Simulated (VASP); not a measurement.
# Fe (P6_3/mmc) in VASP: single point with LDA

Aim: the single point of Fe with LDA.

Program: VASP 6.6.1. These are calculated values, not measurements. Logs are shortened: lines on timing, memory, paths and dates and some standing lists are left out, and cuts for length are marked.

## 1. The cell of the first run

The structure is hexagonal, space group P6_3/mmc (No. 194). The conventional cell has a = 2.408 Å, b = 2.408 Å, c = 3.803 Å, α = 90.00°, β = 90.00°, γ = 120.00°. Fe (site symmetry -6m2) has 12 Fe at 2.36 to 2.41 Å within 3.1 Å.

This isn't the form of Fe at room conditions, which is bcc.

## 2. Single point, LDA, collinear spin, ferromagnetic start

The input, INCAR:

```
SYSTEM = Fe
PREC     = Accurate       ! precision mode
ENCUT    = 520            ! plane-wave cutoff, eV
EDIFF    = 1E-6           ! SCF threshold, eV
ISMEAR   = -1             ! smearing method
SIGMA    = 0.05           ! smearing width, eV
LREAL    = .False.        ! projectors in reciprocal space
LASPH    = .True.         ! aspherical terms in the spheres
NELM     = 150            ! most SCF steps
ALGO     = Normal         ! electronic algorithm
ISIF     = 2              ! what is computed and relaxed
LWAVE    = .False.        ! write WAVECAR
LCHARG   = .False.        ! write CHGCAR
ISPIN    = 2              ! spin polarisation
MAGMOM   = 2.5 2.5        ! initial moments
LORBIT   = 11             ! projections on sites
LMAXMIX  = 4              ! l up to which the mixer works
GGA      = CA             ! functional
NBANDS   = 19             ! bands
```

The input, KPOINTS:

```
Automatic mesh
0
Gamma
  20 20 11
  0 0 0
```

The input, POSCAR:

```
Fe
1.0
    2.4075259538      0.0000000000      0.0000000000
   -1.2037629769      2.0849786363      0.0000000000
    0.0000000000      0.0000000000      3.8034093599
Fe
2
Direct
    0.3333333333      0.6666666667      0.2500000000
    0.6666666667      0.3333333333      0.7500000000
```

Potentials or basis: VASP PAW LDA potentials, release 64 (Fe).

The run is started by

```bash
cat potpaw_LDA.64/Fe/POTCAR > POTCAR
mpirun -np 1 vasp_std > vasp.out
```

OUTCAR:

```text
SYSTEM = Fe
   PREC = Accurate
   ENCUT = 520
   EDIFF = 1E-6
   ISMEAR = -1
   LREAL = .False.
   LASPH = .True.
   NELM = 150
   ISIF = 2
   ISPIN = 2
   LORBIT = 11
   GGA = CA

 ion  position               nearest neighbor table
   1  0.333  0.667  0.250-   2 2.36   2 2.36   2 2.36   2 2.36   2 2.36   2 2.36
   2  0.667  0.333  0.750-   1 2.36   1 2.36   1 2.36   1 2.36   1 2.36   1 2.36

  LATTYP: Found a hexagonal cell.
 ALAT       =     2.4075259538
 C/A-ratio  =     1.5797999411

  Lattice vectors:

 A1 = (   2.4075259538,   0.0000000000,   0.0000000000)
 A2 = (  -1.2037629769,   2.0849786363,   0.0000000000)
 A3 = (   0.0000000000,   0.0000000000,   3.8034093599)

Analysis of symmetry for initial positions (statically):
=====================================================================
 Subroutine PRICEL returns:
 Original cell was already a primitive cell.

 Routine SETGRP: Setting up the symmetry group for a
 hexagonal supercell.

 Subroutine GETGRP returns: Found 24 space group operations
 (whereof 12 operations were pure point group operations)
 out of a pool of 24 trial point group operations.

The static configuration has the point symmetry D_3d.
 The point group associated with its full space group is D_6h.

Analysis of symmetry for dynamics (positions and initial velocities):
=====================================================================
 Subroutine PRICEL returns:
 Original cell was already a primitive cell.

 Routine SETGRP: Setting up the symmetry group for a
 hexagonal supercell.

 Subroutine GETGRP returns: Found 24 space group operations
 (whereof 12 operations were pure point group operations)
 out of a pool of 24 trial point group operations.

The dynamic configuration has the point symmetry D_3d.
 The point group associated with its full space group is D_6h.

Analysis of structural, dynamic, and magnetic symmetry:
=====================================================================
 Subroutine PRICEL returns:
 Original cell was already a primitive cell.

 Routine SETGRP: Setting up the symmetry group for a
 hexagonal supercell.

 Subroutine GETGRP returns: Found 24 space group operations
 (whereof 12 operations were pure point group operations)
 out of a pool of 24 trial point group operations.

The overall configuration has the point symmetry D_3d.
 The point group associated with its full space group is D_6h.

 Subroutine INISYM returns: Found 24 space group operations
[... 117 lines left out ...]
     AMIX_MAG =   1.60;   BMIX_MAG =  1.00
  volume/ion in A,a.u.               =       9.55        64.42
  Fermi-wavevector in a.u.,A,eV,Ry     =   1.543475  2.916745 32.413365  2.382315
  Thomas-Fermi vector in A             =   2.649133
   LORBIT       =     11    0 simple, 1 ext, 2 COOP (PROOUT), +10 PAW based schemes
   GGA     = CA    functional components
   LHFCALC =     F    Hartree Fock is set to
   AEXX    =    0.0000 exact exchange contribution
   IVDW    =     0    specifies the selected vdW correction
   LEPSILON=     F    determine dielectric tensor
   LRPA    =     F    only Hartree local field effects (RPA)
 spin polarized calculation
  energy-cutoff  :      520.00
  volume of cell :       19.09
 maximum number of plane-waves:       537
 NGX is ok and might be reduce to    18
   NGX =  9   NGY =  9   NGZ = 15

 number of electron      15.9999995 magnetization      -0.0021628

 number of electron      15.9999995 magnetization       0.0028950

 Free energy of the ion-electron system (eV)
  ---------------------------------------------------
  ext. energy  EPLUGINS =         0.00000000
  ---------------------------------------------------
  free energy    TOTEN  =       -18.83335210 eV

  energy without entropy =      -18.81445641  energy(sigma->0) =      -18.82390425

 E-fermi :   7.5474     XC(G=0): -14.4568

 val. band max:        7.5466917958   @ k =   0.2000   0.0500   0.3636
 cond. band min:       7.5522696690   @ k =   0.4500   0.1000   0.4545
 fundamental gap:      0.0055778733
 Fermi energy:         7.5474393848

 spin component 1

 k-point     1 :       0.0000    0.0000    0.0000
  band No.  band energies     occupation
      1      -1.6982      1.00000
      2       2.1901      1.00000
      3       5.7018      1.00000
      4       5.7018      1.00000
      5       5.8498      1.00000
      6       6.2210      1.00000
[... 517 lines left out ...]
     18      31.4531      0.00000
     19      34.7080      0.00000

 [... further k-points ...]

 spin component 2

 k-point     1 :       0.0000    0.0000    0.0000
  band No.  band energies     occupation
      1      -1.6981      1.00000
      2       2.1906      1.00000
      3       5.7026      1.00000
      4       5.7026      1.00000
      5       5.8505      1.00000
      6       6.2219      1.00000
[... 517 lines left out ...]
     18      31.4532      0.00000
     19      34.7083      0.00000

 [... further k-points ...]

------------------------ aborting loop because EDIFF is reached ----------------------------------------

  FORCE on cell =-STRESS in cart. coord.  units (eV):
  Direction    XX          YY          ZZ          XY          YZ          ZX
  --------------------------------------------------------------------------------------
  -------------------------------------------------------------------------------------
  Total       -0.0364666     -0.0364666     -0.0630218      0.0000000      0.0000000      0.0000000
  in kB       -3.0602774     -3.0602774     -5.2887822      0.0000000      0.0000000      0.0000000
  external PRESSURE =      -3.8031123 kB  Pullay stress =       0.0000000 kB

 VOLUME and BASIS-vectors are now :
 -----------------------------------------------------------------------------
  energy-cutoff  :      520.00
  volume of cell :       19.09
      direct lattice vectors                 reciprocal lattice vectors
     2.407525954  0.000000000  0.000000000     0.415364162  0.239810611  0.000000000
    -1.203762977  2.084978636  0.000000000     0.000000000  0.479621221  0.000000000
     0.000000000  0.000000000  3.803409360     0.000000000  0.000000000  0.262922001

 POSITION                                       TOTAL-FORCE (eV/Angst)
 -----------------------------------------------------------------------------------
     -0.00000      1.38999      0.95085        -0.000000      0.000000      0.000000
      1.20376      0.69499      2.85256         0.000000      0.000000      0.000000
 -----------------------------------------------------------------------------------
    total drift:                                0.000000      0.000000     -0.000000

  FREE ENERGIE OF THE ION-ELECTRON SYSTEM (eV)
  ---------------------------------------------------
  free  energy   TOTEN  =       -18.8333521001 eV

  energy  without entropy=      -18.8144564067  energy(sigma->0) =      -18.82390425

 total charge

# of ion       s       p       d       tot
------------------------------------------
    1        0.570   0.702   6.422   7.694
    2        0.570   0.702   6.422   7.694
--------------------------------------------------
tot          1.140   1.404  12.843  15.388

 magnetization (x)

# of ion       s       p       d       tot
------------------------------------------
    1       -0.000  -0.000   0.000   0.000
    2       -0.000  -0.000   0.000   0.000
--------------------------------------------------
tot         -0.000  -0.000   0.001   0.001
```

stdout:

```text
POSCAR found type information on POSCAR Fe
 POSCAR found :  1 types and       2 ions
 scaLAPACK will be used
 LDA part: xc-table for (Slater(with rela. corr.)+CA(PZ))
 , standard interpolation
 POSCAR, INCAR and KPOINTS ok, starting setup
 FFT: planning ... GRIDC
 FFT: planning ... GRID_SOFT
 FFT: planning ... GRID
 WAVECAR not read
 entering main loop
```

It took 3 min on 1 thread of Oxide Virtual Turin-like, shared host; peak memory 0.2 GiB.

What came out:

* Free energy: -18.8334 eV
* Pressure: -0.4 GPa
* Band gap on the k mesh: zero (filled and empty bands overlap)
* Net moment: 0.00 μB per cell
* Valence electrons inside the program's atomic spheres: Fe 7.69

Stress tensor (GPa, compression positive):
```
-0.31  0.00  0.00
 0.00 -0.31  0.00
 0.00  0.00 -0.53
```

Levels at points of the mesh, in eV from the Fermi level:
Spin up:
```tsv
k point	band 4	band 5	band 6	band 7	band 8	band 9	band 10	band 11	band 12	band 13
(0.00, 0.00, 0.00)	-1.85	-1.70	-1.33	-1.33	-0.95	-0.95	0.64	0.78	0.78	9.48
(0.50, 0.00, 0.00)	-2.18	-2.16	-1.67	-1.18	0.89	1.14	1.19	2.93	5.23	11.92
```
Spin down:
| k point | band 5 | band 6 | band 7 | band 8 | band 9 | band 10 | band 11 | band 12 |
| --- | --- | --- | --- | --- | --- | --- | --- | --- |
| (0.00, 0.00, 0.00) | -1.70 | -1.33 | -1.33 | -0.95 | -0.95 | 0.64 | 0.78 | 0.78 |
| (0.50, 0.00, 0.00) | -2.16 | -1.67 | -1.18 | 0.89 | 1.15 | 1.19 | 2.93 | 5.23 |

Caveat: the moments typed at the start vanished in this run.
